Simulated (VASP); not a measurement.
A run of VASP 6.6.1:

Contents of INCAR:

```
ALGO = Normal
EDIFF = 1E-6
ENCUT = 520
GGA = PS
ISIF = 2
ISMEAR = -1
LASPH = T
LCHARG = T
LELF = T
LREAL = Auto
LVHAR = T
LWAVE = F
NBANDS = 46
NELM = 100
PREC = Accurate
SIGMA = 0.2241
```

File KPOINTS:

```
Automatic mesh
0
Gamma
  2 2 2
  0.5 0.5 0.5
```

File POSCAR:

```
C
1.0
    0.0000000000      3.6819367158     -3.6819367158
   -3.6819367158      0.0000000000     -3.6819367158
   -3.6819367158      3.6819367158      0.0000000000
C
16
Direct
    0.7078068422      0.7359357885      0.2682292164
    0.1695122834      0.7624597370      0.2738608993
    0.6824792749      0.2539363308      0.2513094524
    0.1708668694      0.2461756054      0.2837145450
    0.7033278136      0.7406128107      0.7676081145
    0.1930660560      0.7374686774      0.7809547589
    0.6757768240      0.2575713743      0.7674872542
    0.2444433649      0.2126997448      0.7514653873
    0.8002750257      0.3721087856      0.3941409405
    0.3142342167      0.3693337515      0.3873536158
    0.8466317432      0.8755814531      0.4095218404
    0.3128497551      0.8679796115      0.3851557236
    0.8255981117      0.3565949394      0.8908507270
    0.3191712924      0.3721295627      0.8971157722
    0.8116561285      0.8794886360      0.8859308977
    0.3202675904      0.8644056771      0.8841645719
```

Potentials or basis: VASP PAW PBE potentials, release 64 (C).

Run with:

```sh
$ cat potpaw_PBE.64/C/POTCAR > POTCAR
$ mpirun -np 1 vasp_std > vasp.out
```

Hardware: 1 thread of Intel(R) Xeon(R) 6975P-C (Granite Rapids), with other jobs on the host.

Problem. Estimate the wall time of this run.

Solution. Run time: 54 s on 1 thread of Intel(R) Xeon(R) 6975P-C (Granite Rapids) (shared host), peak memory 0.24 GiB. Counts: scf iterations 13, k points 16.
